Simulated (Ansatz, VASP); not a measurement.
# GdO: VASP beside Ansatz

Contents of INCAR:

```
ALGO = Normal ; EDIFF = 1E-6
ENCUT = 520 ; GGA = PE
ISIF = 2 ; ISMEAR = -1
ISPIN = 2 ; LASPH = True
LCHARG = False ; LMAXMIX = 6
LORBIT = 11 ; LREAL = False
LWAVE = False ; MAGMOM = 7 0
NBANDS = 23 ; NELM = 150
NUPDOWN = 7.0 ; PREC = Accurate
SIGMA = 0.05
```

Contents of KPOINTS:

```
k-points
0
Gamma
  7 7 7
```

File POSCAR:

```
GdO
1.0
    0.0000000000      2.7000000000      2.7000000000
    2.7000000000      0.0000000000      2.7000000000
    2.7000000000      2.7000000000      0.0000000000
Gd O
1 1
Direct
    0.0000000000      0.0000000000      0.0000000000
    0.7500000000      0.7500000000      0.7500000000
```

input.yaml

```yaml
crystal:
  lattice:
    - [0.0, 2.7, 2.7]
    - [2.7, 0.0, 2.7]
    - [2.7, 2.7, 0.0]
  atoms:
    - { symbol: Gd, position: [0.0, 0.0, 0.0], spin: 7.0 }
    - { symbol: O, position: [0.75, 0.75, 0.75] }
hamiltonian:
  xc: pbe
  pseudopotentials: { kind: paw }
magnetization:
  spin_polarized: true
  initial_magnetization: 7.0
  spin_locking: { lock_magnetization: hard }
kpoints:
  mp_grid: { grid: [7, 7, 7] }
scf:
  occupations: { method: fermi_dirac, width: 0.05 }
  lower_state_search: "off"
output:
  forces: true
  stress: true
  eigenvalues: true
```

Alike in both runs: task single point; functional PBE; k mesh 7 × 7 × 7; occupations fermi-dirac, width 0.05 eV; collinear spin; fixed moment 7 μB.

|  | VASP | Ansatz |
| --- | --- | --- |
| version | VASP 6.6.1 | Ansatz 0.2.0 |
| potentials or method | VASP PAW PBE potentials, release 64 (Gd, O) | Ansatz PAW |
| plane-wave cutoff (eV) | 520 | 420 |
| valence electrons in the cell | 24 | 24 |

```csv
,VASP,Ansatz,Ansatz less VASP
pressure (GPa),-0.7,-0.8,-0.10
net moment per atom (μB),3.50,3.50,0.000
size of the moment on the site where the two differ most (μB),6.69,6.68,-0.009
```

Site moments also hang on the region over which each program counts them. The functional is the same, so the differences come from potentials, cutoffs and numerics.

Spin-orbit coupling is off throughout.
